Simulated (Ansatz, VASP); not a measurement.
**BP in VASP and in Ansatz**

The input POSCAR:

```
BP
1.0
    0.0000000000      1.7697481993      1.7697481993
    1.7697481993      0.0000000000      1.7697481993
    1.7697481993      1.7697481993      0.0000000000
B P
1 1
Direct
    0.0000000000      0.0000000000      0.0000000000
    0.5000000000      0.5000000000      0.5000000000
```

The input INCAR.step1:

```
  ALGO = Normal
  EDIFF = 1E-4
  ENCUT = 520
  GGA = PE
  ISMEAR = -1
  LASPH = True
  LCHARG = False
  LREAL = False
  LWAVE = True
  NBANDS = 11
  NELM = 100
  PREC = Accurate
  SIGMA = 0.1
```

Contents of INCAR.step2:

```
  ALGO = Normal
  EDIFF = 1E-6
  ENCUT = 520
  ISIF = 2
  ISMEAR = -1
  ISTART = 1
  LASPH = True
  LCHARG = False
  LMIXTAU = True
  LREAL = False
  LWAVE = False
  METAGGA = R2SCAN
  NBANDS = 11
  NELM = 100
  PREC = Accurate
  SIGMA = 0.1
```

Contents of KPOINTS:

```
k-points
0
Gamma
  17 17 17
```

Input for Ansatz:

```yaml
crystal:
  lattice:
    - [0.0, 1.7697481993, 1.7697481993]
    - [1.7697481993, 0.0, 1.7697481993]
    - [1.7697481993, 1.7697481993, 0.0]
  atoms:
    - { symbol: B, position: [0.0, 0.0, 0.0] }
    - { symbol: P, position: [0.5, 0.5, 0.5] }
kpoints:
  mp_grid: { grid: [17, 17, 17] }
  band_path:
    path:
      - [0.0, 0.0, 0.0]
      - [0.5, 0.0, 0.5]
      - [0.625, 0.25, 0.625]
      - [0.375, 0.375, 0.75]
      - [0.0, 0.0, 0.0]
      - [0.5, 0.5, 0.5]
      - [0.5, 0.25, 0.75]
      - [0.5, 0.0, 0.5]
    npoints: 8
scf:
  occupations: { method: fermi_dirac, width: 0.1 }
hamiltonian:
  xc: r2scan
  pseudopotentials: { kind: paw }
output:
  forces: true
  stress: true
  eigenvalues: true
  populations: true
  dos: { projected: true, de: 0.2, e_range: [-14, 8] }
```

Change from the starting cell: volume scaled by 0.55, PAW files.

Alike in both runs: task single point; functional r2SCAN; k mesh 17 × 17 × 17; occupations fermi-dirac, width 0.1 eV; no spin polarisation.

|  | VASP | Ansatz |
| --- | --- | --- |
| version | VASP 6.6.1 | Ansatz 0.2.0 |
| potentials or method | VASP PAW PBE potentials, release 64 (B, P) | PAW with Ansatz's default frozen-core files, scalar-relativistic |
| plane-wave cutoff (eV) | 520 | 500 |
| valence electrons in the cell | 8 | 8 |

Ansatz gave:

| Item | Value |
| --- | --- |
| pressure (GPa) | 275.2 |

Q: Which values does VASP return?

A: Pressure (GPa): 272.6.

VASP's potentials were made for PBE, not for r2SCAN. Both programs put the cell under a high pressure, so it lies far from rest at this level.

Noted on VASP's run: the cell as given lies far from equilibrium.
